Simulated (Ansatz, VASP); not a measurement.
Two plane-wave programs on Pt

```xyz
1
Lattice="0.0000 2.0046 2.0046 1.9701 0.0345 1.9701 1.9701 1.9701 0.0345" Properties=species:S:1:pos:R:3 pbc="T T T"
Pt    0.0000    0.0000    0.0000
```

Change from the starting cell: strain +0.0350 x Voigt [0, 0, 0, 1, 0, 0], atoms carried along.

Alike in both runs: task single point; functional r2SCAN; k mesh 26 × 26 × 26; occupations gaussian, width 0.15 eV; no spin polarisation.

|  | VASP | Ansatz |
| --- | --- | --- |
| version | VASP 6.6.1 | Ansatz 0.2.0 |
| potentials or method | VASP PAW PBE potentials, release 64 (Pt), cutoff 550 eV | scalar-relativistic, plane waves, PAW |
| valence electrons in the cell | 10 | 18 |

Ansatz gave:

- gap on the k mesh at the Fermi level (eV): none
- pressure (GPa): 0.4
- traceless stress, the component that is largest in VASP (GPa): -2.23

**Question.** Which values does VASP return?

**Answer.** gap on the k mesh at the Fermi level (eV): none; pressure (GPa): 1.1; traceless stress, the component that is largest in VASP (GPa): -2.33.

VASP's potentials were made for PBE, not for r2SCAN. A gap of «none» marks a metal or a gap that the smearing closes. VASP's potentials hold 10 valence electrons a cell and Ansatz's 18, so a difference there can come from the potentials and not from the codes.

Spin-orbit coupling is off throughout.
